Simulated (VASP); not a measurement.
Wanted: the native input for a VASP 6.6.1 run.

```yaml
Task: relaxation of cell and atoms
Functional: PBE
Potentials_or_basis: VASP PAW PBE potentials, release 64 (Al)
Cutoff: 600 eV
k_mesh: 8 × 8 × 8
Occupations: gaussian, width 0.1 eV
Spin: no spin polarisation
Dipole_correction: no
Further_INCAR_settings: ALGO = Fast; EDIFF = 1e-07; IBRION = 2; EDIFFG = -0.015; NSW = 80; ISIF = 3
```

The structure of Al lies in POSCAR:

```
Al
1.0
    2.0208104607     -2.0208104607      4.0416209214
    4.0416209214      2.0208104607      2.0208104607
   -2.0208104607      2.0208104607      4.0416209214
Al
6
Direct
    0.0000000000      0.0000000000      0.0000000000
    0.3333333333      0.3333333333      0.0000000000
    0.6666666667      0.6666666667      0.0000000000
    0.5000000000      0.0000000000      0.5000000000
    0.1666666667      0.6666666667      0.5000000000
    0.8333333333      0.3333333333      0.5000000000
```

These files were run (other wordings do the same):

INCAR

```
PREC     = Accurate       # precision mode
ENCUT    = 600            # plane-wave cutoff, eV
EDIFF    = 1E-7           # SCF threshold, eV
ISMEAR   = 0              # smearing method
SIGMA    = 0.1            # smearing width, eV
LREAL    = F              # projectors in reciprocal space
LASPH    = T              # aspherical terms in the spheres
NELM     = 80             # most SCF steps
ALGO     = Fast           # electronic algorithm
ISIF     = 3              # what is computed and relaxed
LWAVE    = F              # write WAVECAR
LCHARG   = F              # write CHGCAR
GGA      = PE             # functional
IBRION   = 2              # ionic algorithm
NSW      = 80             # ionic steps
EDIFFG   = -0.015         # ionic threshold
```

KPOINTS

```
Automatic mesh
0
Gamma
  8 8 8
```

Potentials or basis: VASP PAW PBE potentials, release 64 (Al).

Launch:

```bash
$ cat potpaw_PBE.64/Al/POTCAR > POTCAR
$ mpirun -np 1 vasp_std > vasp.out
```

It gave:

* Relaxed volume: 16.44 Å³/atom
* Relaxed cell: a = 4.941 Å, b = 4.939 Å, c = 4.943 Å, α = 80.50°, β = 70.72°, γ = 59.99°
* Space group after relaxing (to 0.1 Å): Fm-3m (No. 225)
* Energy gained by relaxing: 0.1 meV/atom
* Ionic steps: 3
* Pressure after relaxing: 0.1 GPa
* Band gap on the k mesh: zero (bands 9 and 10 overlap by 4.28 eV)

It took 2.2 min on 1 thread of Intel(R) Xeon(R) 6975P-C (Granite Rapids), on a shared host, peak memory 0.36 GiB.
